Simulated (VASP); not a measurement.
Ir:

```xyz
8
Lattice="4.8774 0.0000 0.0000 0.0000 4.8774 0.0000 0.0000 0.0000 4.8774" Properties=species:S:1:pos:R:3 pbc="T T T"
Ir    2.4387    2.4387    2.4387
Ir    0.0000    0.0000    0.0000
Ir    1.2193    0.0000    2.4387
Ir    2.4387    1.2193    0.0000
Ir    2.4387    3.6580    0.0000
Ir    3.6580    0.0000    2.4387
Ir    0.0000    2.4387    3.6580
Ir    0.0000    2.4387    1.2193
```

| Quantity | Value |
| --- | --- |
| Program | VASP 6.6.1 |
| Task | relaxation of cell and atoms |
| Functional | r2SCAN |
| Potentials or basis | VASP PAW PBE potentials, release 64 (Ir) |
| Cutoff | 600 eV |
| k mesh | 4 × 4 × 4 |
| Occupations | gaussian, width 0.1 eV |
| Spin | no spin polarisation |

At the start: pressure 9.6 GPa; volume 14.50 Å³/atom.

Where does the relaxation end?

Over 3 steps the energy falls by 11.3 meV/atom and the volume is 14.91 Å³/atom (+2.8 %); space group Pm-3n (No. 223, to 0.05 Å).

The path:
```
step  energy change (eV)  largest force (eV/Å)  pressure (GPa)  volume (Å³)
   1              0.0000                0.0000            9.56       116.03
   2              0.9549                0.0000          -25.22       131.18
   3             -0.0906                0.0000           -0.36       119.29
```

Final structure:
```xyz
8
Lattice="4.9227 0.0000 0.0000 0.0000 4.9227 0.0000 0.0000 0.0000 4.9227" Properties=species:S:1:pos:R:3 pbc="T T T"
Ir    2.4614    2.4614    2.4614
Ir    0.0000    0.0000    0.0000
Ir    1.2307    0.0000    2.4614
Ir    2.4614    1.2307    0.0000
Ir    2.4614    3.6921    0.0000
Ir    3.6921    0.0000    2.4614
Ir    0.0000    2.4614    3.6921
Ir    0.0000    2.4614    1.2307
```

Caveat: the PAW data sets were made with another functional, which shifts forces and pressure a little.
